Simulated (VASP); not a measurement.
Wanted: the native input for a VASP 6.6.1 run.

```
Task                                : relaxation of the atoms
Functional                          : LDA
Potentials or basis                 : VASP PAW LDA potentials, release 64 (Be, Cl)
Cutoff                              : 520 eV
k mesh                              : 6 × 4 × 1
Occupations                         : gaussian, width 0.1 eV
Spin                                : no spin polarisation
Dipole correction                   : yes
Atoms held fixed (from 0)           : [0, 1, 2, 3, 4, 5, 6, 7, 8, 9, 10, 11, 12, 13, 14, 15, 16, 17, 18, 19, 20, 21, 22, 23]
Further INCAR settings              : LREAL = Auto; ALGO = Normal; EDIFF = 1e-06; IBRION = 2; EDIFFG = -0.025; NSW = 36
Atoms held along some axes (from 0) : atom 24 along a and b
```

The structure of Be24Cl lies in POSCAR:

```
Be24Cl
1.0
    4.4524297778      0.0000000000      0.0000000000
    0.0000000000      7.0331519559      0.0000000000
    0.0000000000      0.0000000000     19.7998741415
Be Cl
24 1
Selective dynamics
Direct
    0.0000000000      0.3750000000      0.2020214862  F F F
    0.0000000000      0.8750000000      0.2020214862  F F F
    0.5000000000      0.3750000000      0.2020214862  F F F
    0.5000000000      0.8750000000      0.2020214862  F F F
    0.2500000000      0.1250000000      0.2344789088  F F F
    0.2500000000      0.6250000000      0.2344789088  F F F
    0.7500000000      0.1250000000      0.2344789088  F F F
    0.7500000000      0.6250000000      0.2344789088  F F F
    0.2500000000      0.3750000000      0.2993937541  F F F
    0.2500000000      0.8750000000      0.2993937541  F F F
    0.7500000000      0.3750000000      0.2993937541  F F F
    0.7500000000      0.8750000000      0.2993937541  F F F
    0.0000000000      0.1250000000      0.3261495625  F F F
    0.0000000000      0.6250000000      0.3261495625  F F F
    0.5000000000      0.1250000000      0.3261495625  F F F
    0.5000000000      0.6250000000      0.3261495625  F F F
    0.0000000000      0.3750000000      0.3969669015  F F F
    0.0000000000      0.8750000000      0.3969669015  F F F
    0.5000000000      0.3750000000      0.3969669015  F F F
    0.5000000000      0.8750000000      0.3969669015  F F F
    0.2500000000      0.1250000000      0.4191882273  F F F
    0.2500000000      0.6250000000      0.4191882273  F F F
    0.7500000000      0.1250000000      0.4191882273  F F F
    0.7500000000      0.6250000000      0.4191882273  F F F
    0.2500000000      0.3125000000      0.4947726968  F F T
```

The input as run:

INCAR

```
SYSTEM = Be24Cl
PREC = Accurate
ENCUT = 520
EDIFF = 1E-6
ISMEAR = 0
SIGMA = 0.1
LREAL = Auto
LASPH = .True.
NELM = 100
ALGO = Normal
ISIF = 2
LWAVE = .False.
LCHARG = .False.
LDIPOL = .True.
IDIPOL = 3
DIPOL = 0.5 0.5 0.320
IBRION = 2
NSW = 36
EDIFFG = -0.025
KPAR = 4
```

KPOINTS

```
regular mesh
0
Gamma
  6 4 1
  0 0 0
```

Potentials or basis: VASP PAW LDA potentials, release 64 (Be, Cl).

Launch:

```console
$ cat potpaw_LDA.64/Be/POTCAR potpaw_LDA.64/Cl/POTCAR > POTCAR
$ mpirun -np 4 vasp_std > vasp.out
```

It gave:

```json
{
  "Energy gained by relaxing": "1.7 meV/atom",
  "Ionic steps": "3",
  "Band gap on the k mesh": "zero (an odd number of electrons rules out a gap without spin polarisation)"
}
```

Caveat: an odd number of electrons without spin polarisation forces a metal; a magnetic or distorted state may lie lower.

It took 9.1 min on 4 MPI ranks on Intel(R) Xeon(R) Platinum 8259CL CPU @ 2.50GHz (Skylake/Cascade Lake), on a shared host, peak memory 0.6 GiB a rank.
